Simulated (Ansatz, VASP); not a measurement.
## Two plane-wave programs on W

```
W
1.0
    -1.59178    1.59178    1.59178
     1.59178   -1.59178    1.59178
     3.18356    3.18356    0.00000
W
2
Cartesian
  0.0000 0.0000 -0.1125
  1.5918 1.5918 1.7043
```

Change from the starting cell: mode 4 (124.6 1/cm) frozen in, largest displacement +0.113 Å.

Alike in both runs: task single point; functional PBE; k mesh 22 × 22 × 14; occupations gaussian, width 0.15 eV; no spin polarisation.

|  | VASP | Ansatz |
| --- | --- | --- |
| version | VASP 6.6.1 | Ansatz 0.2.0 |
| potentials or method | VASP PAW PBE potentials, release 64 (W_sv), cutoff 520 eV | scalar-relativistic, plane waves, PAW |
| valence electrons in the cell | 28 | 28 |

VASP gave:

| Item | Value |
| --- | --- |
| gap on the k mesh at the Fermi level (eV) | none |
| pressure (GPa) | 3.4 |
| traceless stress, the component that is largest in VASP (GPa) | 2.70 |
| rms of the force components (eV/Å) | 0.850 |

Q: What did Ansatz give for the same quantities?

A: gap on the k mesh at the Fermi level (eV): none; pressure (GPa): 2.8; traceless stress, the component that is largest in VASP (GPa): 2.64; rms of the force components (eV/Å): 0.841.

Atom by atom the forces differ by 0.009 eV/Å (rms over components). A gap of «none» marks a metal or a gap that the smearing closes. With one functional, cell and mesh, what is left measures potentials, basis and numerics.

Neither program's run includes spin-orbit coupling.
